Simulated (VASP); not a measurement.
# SrO (Fm-3m) in VASP: settings compared

Aim: see how the results for SrO move with the level of theory and the settings. Levels: PBEsol, LDA, PBE. Tasks: single point.

Everything below comes from runs of VASP 6.6.1. Logs are shortened: lines on timing, memory, paths and dates and some standing lists are left out, and cuts for length are marked.

### Step 1. The cell of the first run

The structure is cubic, space group Fm-3m (No. 225). The conventional cell has a = 5.195 Å, b = 5.195 Å, c = 5.195 Å, α = 90.00°, β = 90.00°, γ = 90.00°. Sr (site symmetry m-3m) has 6 O at 2.60 Å within 3.4 Å. O (site symmetry m-3m) has 6 Sr at 2.60 Å within 3.4 Å.

### Step 2. Single point, PBEsol

File INCAR:

```
PREC = Accurate
ENCUT = 520
EDIFF = 1E-6
ISMEAR = 0
SIGMA = 0.05
LREAL = F
LASPH = T
NELM = 80
ALGO = Normal
ISIF = 2
LWAVE = F
LCHARG = T
GGA = PS
LELF = T
LVHAR = T
NBANDS = 15
```

File KPOINTS:

```
regular mesh
0
Gamma
  12 12 12
```

File POSCAR:

```
SrO
1.0
    0.0000000000      2.5975128988      2.5975128988
    2.5975128988      0.0000000000      2.5975128988
    2.5975128988      2.5975128988      0.0000000000
Sr O
1 1
Direct
    0.5000000000      0.5000000000      0.5000000000
    0.0000000000      0.0000000000      0.0000000000
```

Potentials or basis: VASP PAW PBE potentials, release 64 (Sr_sv, O).

Started as:

```bash
$ cat potpaw_PBE.64/Sr_sv/POTCAR potpaw_PBE.64/O/POTCAR > POTCAR
$ mpirun -np 1 vasp_std > vasp.out
```

OUTCAR:

```text
PREC = Accurate
   ENCUT = 520
   EDIFF = 1E-6
   ISMEAR = 0
   LREAL = F
   LASPH = T
   NELM = 80
   ISIF = 2
   GGA = PS

 ion  position               nearest neighbor table
   1  0.500  0.500  0.500-   2 2.60   2 2.60   2 2.60   2 2.60   2 2.60   2 2.60
   2  0.000  0.000  0.000-   1 2.60   1 2.60   1 2.60   1 2.60   1 2.60   1 2.60

  LATTYP: Found a face centered cubic cell.
 ALAT       =     5.1950257976

  Lattice vectors:

 A1 = (   0.0000000000,   2.5975128988,   2.5975128988)
 A2 = (   2.5975128988,   0.0000000000,   2.5975128988)
 A3 = (   2.5975128988,   2.5975128988,   0.0000000000)

Analysis of symmetry for initial positions (statically):
=====================================================================
 Subroutine PRICEL returns:
 Original cell was already a primitive cell.

 Routine SETGRP: Setting up the symmetry group for a
 face centered cubic supercell.

 Subroutine GETGRP returns: Found 48 space group operations
 (whereof 48 operations were pure point group operations)
 out of a pool of 48 trial point group operations.

The static configuration has the point symmetry O_h .

Analysis of symmetry for dynamics (positions and initial velocities):
=====================================================================
 Subroutine PRICEL returns:
 Original cell was already a primitive cell.

 Routine SETGRP: Setting up the symmetry group for a
 face centered cubic supercell.

 Subroutine GETGRP returns: Found 48 space group operations
 (whereof 48 operations were pure point group operations)
 out of a pool of 48 trial point group operations.

The dynamic configuration has the point symmetry O_h .

 Subroutine INISYM returns: Found 48 space group operations
 (whereof 48 operations are pure point group operations),
 and found     1 'primitive' translations

----------------------------------------------------------------------------------------

                                     Primitive cell

  volume of cell :      35.0512

  direct lattice vectors                    reciprocal lattice vectors
     0.000000000  2.597512899  2.597512899    -0.192491826  0.192491826  0.192491826
     2.597512899  0.000000000  2.597512899     0.192491826 -0.192491826  0.192491826
     2.597512899  2.597512899  0.000000000     0.192491826  0.192491826 -0.192491826

  length of vectors
     3.673437970  3.673437970  3.673437970     0.333405622  0.333405622  0.333405622

  position of ions in fractional coordinates (direct lattice)
     0.500000000  0.500000000  0.500000000
     0.000000000  0.000000000  0.000000000

  ion indices of the primitive-cell ions
   primitive index   ion index
[... 87 lines left out ...]
   EMIN   =  10.00;   EMAX   =-10.00  energy-range for DOS
   EFERMI =   0.00;   METHOD = LEGACY
   ISMEAR =     0;   SIGMA  =   0.05  broadening in eV -4-tet -1-fermi 0-gaus
   EFERMI_NEDOS =   21; number of points for ismear=-14 and -15
   IALGO  =     38    algorithm
   IMIX   =      4    mixing-type and parameters
     AMIX     =   0.40;   BMIX     =  1.00
     AMIX_MAG =   1.60;   BMIX_MAG =  1.00
  volume/ion in A,a.u.               =      17.53       118.27
  Fermi-wavevector in a.u.,A,eV,Ry     =   1.260512  2.382023 21.618181  1.588891
  Thomas-Fermi vector in A             =   2.394018
   LORBIT       =      0    0 simple, 1 ext, 2 COOP (PROOUT), +10 PAW based schemes
   GGA     = PS    functional components
   LHFCALC =     F    Hartree Fock is set to
   AEXX    =    0.0000 exact exchange contribution
   IVDW    =     0    specifies the selected vdW correction
   LEPSILON=     F    determine dielectric tensor
   LRPA    =     F    only Hartree local field effects (RPA)
 non-spin polarized calculation
 Gauss-broadening in eV      SIGMA  =   0.05
  energy-cutoff  :      520.00
  volume of cell :       35.05
 maximum number of plane-waves:       960
   NGX = 13   NGY = 13   NGZ = 13

 number of electron      16.0000000 magnetization

 Free energy of the ion-electron system (eV)
  ---------------------------------------------------
  ext. energy  EPLUGINS =         0.00000000
  ---------------------------------------------------
  free energy    TOTEN  =       -12.62848147 eV

  energy without entropy =      -12.62848147  energy(sigma->0) =      -12.62848147

 E-fermi :   1.6958     XC(G=0): -10.1305

 val. band max:        1.3462101559   @ k =   0.0000   0.0000   0.0000
 cond. band min:       4.5218348794   @ k =   0.5000   0.5000   0.0000
 fundamental gap:      3.1756247235
 Fermi energy:         1.6958300274

 k-point     1 :       0.0000    0.0000    0.0000
  band No.  band energies     occupation
      1     -30.9987      2.00000
      2     -13.6125      2.00000
      3     -12.6821      2.00000
      4     -12.6821      2.00000
      5     -12.6821      2.00000
      6       1.3462      2.00000
      7       1.3462      2.00000
      8       1.3462      2.00000
      9       4.9569      0.00000
     10       7.4429      0.00000
     11       7.4429      0.00000
     12       7.4429      0.00000
     13       9.5683      0.00000
     14       9.5683      0.00000
[... 401 lines left out ...]
      2     -14.9082      2.00000
      3     -12.9738      2.00000
      4     -12.8002      2.00000
      5     -11.7185      2.00000
      6      -0.4472      2.00000
      7       0.3603      2.00000
      8       0.5045      2.00000
      9       7.6297      0.00000
     10       8.2772      0.00000
     11      10.1747      0.00000
     12      10.4640      0.00000
     13      12.7536      0.00000
     14      13.5568      0.00000
     15      14.5785      0.00000

 [... further k-points ...]

------------------------ aborting loop because EDIFF is reached ----------------------------------------

  FORCE on cell =-STRESS in cart. coord.  units (eV):
  Direction    XX          YY          ZZ          XY          YZ          ZX
  --------------------------------------------------------------------------------------
  -------------------------------------------------------------------------------------
  Total       -0.6728832     -0.6728832     -0.6728832     -0.0000000     -0.0000000      0.0000000
  in kB      -30.7572248    -30.7572248    -30.7572248     -0.0000000     -0.0000000      0.0000000
  external PRESSURE =     -30.7572248 kB  Pullay stress =       0.0000000 kB

 VOLUME and BASIS-vectors are now :
 -----------------------------------------------------------------------------
  energy-cutoff  :      520.00
  volume of cell :       35.05
      direct lattice vectors                 reciprocal lattice vectors
     0.000000000  2.597512899  2.597512899    -0.192491826  0.192491826  0.192491826
     2.597512899  0.000000000  2.597512899     0.192491826 -0.192491826  0.192491826
     2.597512899  2.597512899  0.000000000     0.192491826  0.192491826 -0.192491826

 POSITION                                       TOTAL-FORCE (eV/Angst)
 -----------------------------------------------------------------------------------
      2.59751      2.59751      2.59751         0.000000     -0.000000      0.000000
      0.00000      0.00000      0.00000        -0.000000      0.000000     -0.000000
 -----------------------------------------------------------------------------------
    total drift:                                0.000000      0.000000      0.000000

  FREE ENERGIE OF THE ION-ELECTRON SYSTEM (eV)
  ---------------------------------------------------
  free  energy   TOTEN  =       -12.6284814676 eV

  energy  without entropy=      -12.6284814676  energy(sigma->0) =      -12.62848147
```

stdout:

```text
POSCAR found type information on POSCAR SrO
 POSCAR found :  2 types and       2 ions
 scaLAPACK will be used
 -----------------------------------------------------------------------------
|                                                                             |
|                                                                             |
|     You enforced a specific xc type in the INCAR file but a different       |
|     I HOPE YOU KNOW WHAT YOU ARE DOING!                                     |
|                                                                             |
 -----------------------------------------------------------------------------

 LDA part: xc-table for (Slater+PW92), standard interpolation
 POSCAR, INCAR and KPOINTS ok, starting setup
 FFT: planning ... GRIDC
 FFT: planning ... GRID_SOFT
 FFT: planning ... GRID
 WAVECAR not read
 entering main loop
```

It took 74 s on 1 thread of AMD EPYC 7R13, shared host; peak memory 0.15 GiB.

Results:

| Item | Value |
| --- | --- |
| Free energy | -12.6285 eV |
| Pressure | -3.1 GPa |
| Band gap on the k mesh | 3.18 eV, indirect (least direct gap 3.28 eV) |

Caveat: the PAW data sets were made with another functional, which shifts forces and pressure a little.

### Step 3. Single point, LDA

File INCAR:

```
SYSTEM = SrO
  PREC = Accurate
  ENCUT = 520
  EDIFF = 1E-6
  ISMEAR = 0
  SIGMA = 0.05
  LREAL = .False.
  LASPH = .True.
  NELM = 60
  ALGO = Normal
  ISIF = 2
  LWAVE = .False.
  LCHARG = .True.
  GGA = CA
  LELF = .True.
  LVHAR = .True.
  NBANDS = 15
```

File KPOINTS:

```
regular mesh
0
Gamma
  12 12 12
  0 0 0
```

POSCAR is that of step 2.

Potentials or basis: VASP PAW LDA potentials, release 64 (Sr_sv, O).

Started as:

```bash
$ cat potpaw_LDA.64/Sr_sv/POTCAR potpaw_LDA.64/O/POTCAR > POTCAR
$ mpirun -np 1 vasp_std > vasp.out
```

It took 80 s on 1 thread of AMD EPYC 7R13, shared host; peak memory 0.14 GiB.

Results (log left out):

```
Free energy            : -13.3420 eV
Pressure               : -6.1 GPa
Band gap on the k mesh : 3.12 eV, indirect (least direct gap 3.22 eV)
```

Levels at points of the mesh, in eV from the valence-band top:
```
           k point  band 6  band 7  band 8  band 9  band 10  band 11
(0.00, 0.00, 0.00)    0.00    0.00    0.00    3.59     6.04     6.04
(0.50, 0.00, 0.00)   -2.18   -1.10   -1.10    6.32     8.03     8.63
(0.50, 0.50, 0.00)   -0.48   -0.10   -0.10    3.12     7.52     9.91
```

A k mesh can miss the band edges. LDA gaps usually lie below the measured ones, often by a third to a half.

### Step 4. Single point, PBE (volume scaled by 1.020)

File INCAR:

```
SYSTEM = SrO
PREC = Accurate ; ENCUT = 520
EDIFF = 1E-7 ; ISMEAR = 0
SIGMA = 0.05 ; LREAL = .False.
LASPH = .True. ; NELM = 80
ALGO = Normal ; ISIF = 2
LWAVE = .False. ; LCHARG = .False.
GGA = PE ; NBANDS = 15
```

File KPOINTS:

```
Automatic mesh
0
Gamma
  12 12 12
  0 0 0
```

File POSCAR:

```
SrO
1.0
    0.0000000000      2.6147154723      2.6147154723
    2.6147154723      0.0000000000      2.6147154723
    2.6147154723      2.6147154723      0.0000000000
Sr O
1 1
Direct
    0.5000000000      0.5000000000      0.5000000000
    0.0000000000      0.0000000000      0.0000000000
```

Potentials or basis: VASP PAW PBE potentials, release 64 (Sr_sv, O).

Started as:

```bash
$ cat potpaw_PBE.64/Sr_sv/POTCAR potpaw_PBE.64/O/POTCAR > POTCAR
$ mpirun -np 1 vasp_std > vasp.out
```

OUTCAR:

```text
SYSTEM = SrO
   PREC = Accurate
   ENCUT = 520
   EDIFF = 1E-7
   ISMEAR = 0
   LREAL = .False.
   LASPH = .True.
   NELM = 80
   ISIF = 2
   GGA = PE

 ion  position               nearest neighbor table
   1  0.500  0.500  0.500-   2 2.61   2 2.61   2 2.61   2 2.61   2 2.61   2 2.61
   2  0.000  0.000  0.000-   1 2.61   1 2.61   1 2.61   1 2.61   1 2.61   1 2.61

  LATTYP: Found a face centered cubic cell.
 ALAT       =     5.2294309446

  Lattice vectors:

 A1 = (   0.0000000000,   2.6147154723,   2.6147154723)
 A2 = (   2.6147154723,   0.0000000000,   2.6147154723)
 A3 = (   2.6147154723,   2.6147154723,   0.0000000000)

Analysis of symmetry for initial positions (statically):
=====================================================================
 Subroutine PRICEL returns:
 Original cell was already a primitive cell.

 Routine SETGRP: Setting up the symmetry group for a
 face centered cubic supercell.

 Subroutine GETGRP returns: Found 48 space group operations
 (whereof 48 operations were pure point group operations)
 out of a pool of 48 trial point group operations.

The static configuration has the point symmetry O_h .

Analysis of symmetry for dynamics (positions and initial velocities):
=====================================================================
 Subroutine PRICEL returns:
 Original cell was already a primitive cell.

 Routine SETGRP: Setting up the symmetry group for a
 face centered cubic supercell.

 Subroutine GETGRP returns: Found 48 space group operations
 (whereof 48 operations were pure point group operations)
 out of a pool of 48 trial point group operations.

The dynamic configuration has the point symmetry O_h .

 Subroutine INISYM returns: Found 48 space group operations
 (whereof 48 operations are pure point group operations),
 and found     1 'primitive' translations

----------------------------------------------------------------------------------------

                                     Primitive cell

  volume of cell :      35.7522

  direct lattice vectors                    reciprocal lattice vectors
     0.000000000  2.614715472  2.614715472    -0.191225395  0.191225395  0.191225395
     2.614715472  0.000000000  2.614715472     0.191225395 -0.191225395  0.191225395
[... 123 lines left out ...]
 number of electron      16.0000003 magnetization

 Free energy of the ion-electron system (eV)
  ---------------------------------------------------
  ext. energy  EPLUGINS =         0.00000000
  ---------------------------------------------------
  free energy    TOTEN  =       -12.05368154 eV

  energy without entropy =      -12.05368154  energy(sigma->0) =      -12.05368154

 E-fermi :   1.6676     XC(G=0):  -9.7899

 val. band max:        1.4318004915   @ k =   0.0000   0.0000   0.0000
 cond. band min:       4.7195423564   @ k =   0.5000   0.5000   0.0000
 fundamental gap:      3.2877418649
 Fermi energy:         1.6676316605

 k-point     1 :       0.0000    0.0000    0.0000
  band No.  band energies     occupation
      1     -31.1403      2.00000
      2     -13.5946      2.00000
      3     -12.8262      2.00000
      4     -12.8262      2.00000
      5     -12.8262      2.00000
      6       1.4318      2.00000
      7       1.4318      2.00000
      8       1.4318      2.00000
      9       5.0636      0.00000
     10       7.5274      0.00000
     11       7.5274      0.00000
     12       7.5274      0.00000
     13       9.5831      0.00000
     14       9.5831      0.00000
[... 401 lines left out ...]
      2     -14.8679      2.00000
      3     -13.0906      2.00000
      4     -12.9350      2.00000
      5     -11.8527      2.00000
      6      -0.2921      2.00000
      7       0.4890      2.00000
      8       0.6173      2.00000
      9       7.7017      0.00000
     10       8.3597      0.00000
     11      10.1469      0.00000
     12      10.4233      0.00000
     13      12.6219      0.00000
     14      13.4452      0.00000
     15      14.5296      0.00000

 [... further k-points ...]

------------------------ aborting loop because EDIFF is reached ----------------------------------------

  FORCE on cell =-STRESS in cart. coord.  units (eV):
  Direction    XX          YY          ZZ          XY          YZ          ZX
  --------------------------------------------------------------------------------------
  -------------------------------------------------------------------------------------
  Total       -0.2547567     -0.2547567     -0.2547567      0.0000000      0.0000000      0.0000000
  in kB      -11.4164973    -11.4164973    -11.4164973      0.0000000      0.0000000      0.0000000
  external PRESSURE =     -11.4164973 kB  Pullay stress =       0.0000000 kB

 VOLUME and BASIS-vectors are now :
 -----------------------------------------------------------------------------
  energy-cutoff  :      520.00
  volume of cell :       35.75
      direct lattice vectors                 reciprocal lattice vectors
     0.000000000  2.614715472  2.614715472    -0.191225395  0.191225395  0.191225395
     2.614715472  0.000000000  2.614715472     0.191225395 -0.191225395  0.191225395
     2.614715472  2.614715472  0.000000000     0.191225395  0.191225395 -0.191225395

 POSITION                                       TOTAL-FORCE (eV/Angst)
 -----------------------------------------------------------------------------------
      2.61472      2.61472      2.61472         0.000000     -0.000000      0.000000
      0.00000      0.00000      0.00000        -0.000000      0.000000     -0.000000
 -----------------------------------------------------------------------------------
    total drift:                                0.000000      0.000000      0.000000

  FREE ENERGIE OF THE ION-ELECTRON SYSTEM (eV)
  ---------------------------------------------------
  free  energy   TOTEN  =       -12.0536815385 eV

  energy  without entropy=      -12.0536815385  energy(sigma->0) =      -12.05368154
```

stdout:

```text
POSCAR found type information on POSCAR SrO
 POSCAR found :  2 types and       2 ions
 scaLAPACK will be used
 LDA part: xc-table for (Slater+PW92), standard interpolation
 POSCAR, INCAR and KPOINTS ok, starting setup
 FFT: planning ... GRIDC
 FFT: planning ... GRID_SOFT
 FFT: planning ... GRID
 WAVECAR not read
 entering main loop
```

Wall time 85 s (1 thread of AMD EPYC 7R13, shared host); peak memory 0.15 GiB.

Results:

- Free energy: -12.0537 eV
- Pressure: -1.1 GPa
- Band gap on the k mesh: 3.29 eV, indirect (least direct gap 3.41 eV)

Levels at points of the mesh, in eV from the valence-band top:
```csv
k point,band 5,band 6,band 7,band 8,band 9,band 10,band 11,band 12
"(0.00, 0.00, 0.00)",-14.26,0.00,0.00,0.00,3.63,6.10,6.10,6.10
"(0.50, 0.00, 0.00)",-13.08,-2.08,-1.04,-1.04,6.33,8.05,8.56,8.56
"(0.50, 0.50, 0.00)",-14.57,-0.51,-0.12,-0.12,3.29,7.43,9.84,9.94
```

 A k mesh can miss the band edges.

### Step 5. Overview

| level | potentials or basis | cell | gap on the mesh (eV) | pressure (GPa) |
| --- | --- | --- | --- | --- |
| PBEsol | VASP PAW PBE potentials, release 64 (Sr_sv, O) | a = 3.673 Å, angles 60.0°, 2 atoms | 3.18 | -3.1 |
| LDA | VASP PAW LDA potentials, release 64 (Sr_sv, O) | a = 3.673 Å, angles 60.0°, 2 atoms | 3.12 | -6.1 |
| PBE | VASP PAW PBE potentials, release 64 (Sr_sv, O) | a = 3.698 Å, angles 60.0°, 2 atoms | 3.29 | -1.1 |

Alike in all rows: task single point; no spin polarisation; k mesh 12 × 12 × 12; cutoff (eV) 520; smearing gaussian 0.05 eV.

Caveats: the PAW data sets were made with another functional, which shifts forces and pressure a little (some runs).

Total energies depend on the potentials used, so only differences within one code and one set of settings carry meaning.
